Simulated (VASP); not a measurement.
Set up this calculation in VASP 6.6.1, as the native input.

```yaml
Task: single point
Functional: PBEsol
Potentials_or_basis: VASP PAW PBE potentials, release 64 (In_d, Sb)
Cutoff: 500 eV
k_mesh: 10 × 10 × 10
Occupations: gaussian, width 0.1 eV
Spin: no spin polarisation
Dipole_correction: no
Further_INCAR_settings: ALGO = Normal; EDIFF = 1e-06; NBANDS = 16
```

The structure of InSb lies in POSCAR:

```
InSb
1.0
    0.0000000000      3.2710609071      3.2273852557
    3.2710609071      0.0000000000      3.2273852557
    3.2710609071      3.2710609071      0.0000000000
In Sb
1 1
Direct
    0.0000000000      0.0000000000      0.0000000000
    0.2500000000      0.2500000000      0.2500000000
```

This cell differs from its parent crystal: strained cell.

One way to write it, as run:

INCAR

```
SYSTEM = InSb
PREC     = Accurate       ! precision mode
ENCUT    = 500            ! plane-wave cutoff, eV
EDIFF    = 1E-6           ! SCF threshold, eV
ISMEAR   = 0              ! smearing method
SIGMA    = 0.1            ! smearing width, eV
LREAL    = .FALSE.        ! projectors in reciprocal space
LASPH    = .TRUE.         ! aspherical terms in the spheres
NELM     = 120            ! most SCF steps
ALGO     = Normal         ! electronic algorithm
ISIF     = 2              ! what is computed and relaxed
LWAVE    = .FALSE.        ! write WAVECAR
LCHARG   = .TRUE.         ! write CHGCAR
GGA      = PS             ! functional
LELF     = .TRUE.         ! ELF
LVHAR    = .TRUE.       
NBANDS   = 16             ! bands
GGA_COMPAT= .FALSE.
```

KPOINTS

```
Automatic mesh
0
G
  10 10 10
  0 0 0
```

Potentials or basis: VASP PAW PBE potentials, release 64 (In_d, Sb).

The run is started by

```bash
$ cat potpaw_PBE.64/In_d/POTCAR potpaw_PBE.64/Sb/POTCAR > POTCAR
$ mpirun -np 1 vasp_std > vasp.out
```

It gave:

| Property | Result |
| --- | --- |
| Pressure | 0.1 GPa |
| Band gap on the k mesh | 0.06 eV |

Caveat: the cell differs from its parent crystal (strained cell); the smearing spreads over this small gap; semilocal functionals underestimate gaps, and a narrow one can read as zero; the PAW data sets were made with another functional, which shifts forces and pressure a little; spin-orbit coupling is left out, which moves the levels of the heavy elements.

Run time: 100 s on 1 thread of Intel(R) Xeon(R) Platinum 8375C CPU @ 2.90GHz (Ice Lake) (shared host), peak memory 0.27 GiB.
